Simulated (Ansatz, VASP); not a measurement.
## ScAl4N: VASP beside Ansatz

```
Sc Al N
1.0
     4.93408    0.00000    0.00000
     0.00000    2.36496    5.12293
     0.00000   -2.36496    5.12293
Sc Al N
1 4 1
Cartesian
  0.0000 0.0000 3.9039
  0.0000 0.0000 6.7767
  2.4670 0.0000 5.5549
  2.4670 1.1782 2.9311
  2.4670 -1.1782 2.9311
  0.0000 0.0000 8.6334
```

Change from the starting cell: species swapped into the GdFeNi4 type (Amm2, No. 38).

Alike in both runs: functional PBE; k mesh 8 × 10 × 10; occupations gaussian, width 0.1 eV; no spin polarisation.

Ansatz relaxed the structure, and its values are those at the end. VASP's run is a single point on that final structure, the one shown.

```csv
,VASP,Ansatz
version,VASP 6.6.1,Ansatz 0.2.0
potentials or method,"VASP PAW PBE potentials, release 64 (Sc_sv, Al, N), cutoff 520 eV","scalar-relativistic, plane waves, PAW"
valence electrons in the cell,28,28
```

|  | VASP | Ansatz | Ansatz less VASP |
| --- | --- | --- | --- |
| gap on the k mesh at the Fermi level (eV) | none | none | - |
| pressure (GPa) | 0.0 | 0.0 | -0.03 |
| rms of the force components (eV/Å) | 0.005 | 0.002 | -0.0031 |

A gap of «none» marks a metal or a gap that the smearing closes. With one functional, cell and mesh, what is left measures potentials, basis and numerics.
